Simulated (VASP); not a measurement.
Here is a VASP 6.6.1 calculation.

The input INCAR:

```
SYSTEM = AgO2
PREC = Accurate
ENCUT = 520
EDIFF = 1E-7
ISMEAR = 0
SIGMA = 0.1
LREAL = .False.
LASPH = .True.
NELM = 150
ALGO = Normal
ISIF = 2
LWAVE = .False.
LCHARG = .True.
ISPIN = 2
MAGMOM = 1 0 0
LORBIT = 11
LMAXMIX = 4
GGA = PE
LELF = .True.
LVHAR = .True.
NBANDS = 22
```

Contents of KPOINTS:

```
Automatic mesh
0
Gamma
  6 6 6
  0 0 0
```

The input POSCAR:

```
AgO2
1.0
    3.1270253464     -1.8107650974      0.0000000000
    3.1270253464      1.8107650974      0.0000000000
   -2.2226755360      0.0000000000      3.6071343975
Ag O
1 2
Direct
    0.5000000000      0.5000000000      0.5000000000
    0.0664167288      0.0664167288      0.1921636889
    0.9335832712      0.9335832712      0.8078363111
```

Potentials or basis: VASP PAW PBE potentials, release 64 (Ag, O).

Command:

```sh
$ cat potpaw_PBE.64/Ag/POTCAR potpaw_PBE.64/O/POTCAR > POTCAR
$ mpirun -np 1 vasp_std > vasp.out
```

Problem. Predict the largest force.

Solution. 0.269 eV/Å.

Problem. Predict the pressure.

Solution. -0.2 GPa.

Problem. Predict the net moment.

Solution. 0.00 μB per cell.

Stress tensor (GPa, compression positive):
```
-0.59  0.00  0.28
 0.00 -0.83  0.00
 0.28  0.00  0.92
```
